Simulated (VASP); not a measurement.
Here is a VASP 6.6.1 calculation.

Contents of POSCAR:

```
La2O3
1.0
    3.9404478386      0.0000000000      0.0000000000
   -1.9702239193      3.4125279305      0.0000000000
    0.0000000000      0.0000000000      6.1873564148
La O
2 3
Direct
    0.6666666667      0.3333333333      0.7526274787
    0.3333333333      0.6666666667      0.2473725213
    0.6666666667      0.3333333333      0.3546952471
    0.3333333333      0.6666666667      0.6453047529
    0.0000000000      0.0000000000      0.0000000000
```

File INCAR.step1:

```
  ALGO = Normal
  EDIFF = 1E-4
  ENCUT = 600
  GGA = PE
  ISMEAR = -1
  LASPH = True
  LCHARG = False
  LREAL = False
  LWAVE = True
  NELM = 100
  PREC = Accurate
  SIGMA = 0.02
```

INCAR.step2

```
  ALGO = Normal
  EDIFF = 1E-6
  EDIFFG = -0.005
  ENCUT = 600
  IBRION = 2
  ISIF = 3
  ISMEAR = -1
  ISTART = 1
  LASPH = True
  LCHARG = False
  LMIXTAU = True
  LREAL = False
  LWAVE = False
  METAGGA = R2SCAN
  NELM = 100
  NSW = 80
  PREC = Accurate
  SIGMA = 0.02
```

KPOINTS

```
k-points
0
Gamma
  6 6 4
```

Potentials or basis: VASP PAW PBE potentials, release 64 (La, O).

Launch:

```bash
$ cat potpaw_PBE.64/La/POTCAR potpaw_PBE.64/O/POTCAR > POTCAR
$ cp INCAR.step1 INCAR
$ mpirun -np 1 vasp_std > vasp.out
$ cp INCAR.step2 INCAR
$ mpirun -np 1 vasp_std > vasp.out
```

(1) Estimate the space group after relaxing (to 0.1 Å).

(2) What does it give for the relaxed volume?

Answers

(1) P-3m1 (No. 164).

(2) 16.36 Å³/atom.

Caveat: the PAW data sets were made with another functional, which shifts forces and pressure a little.
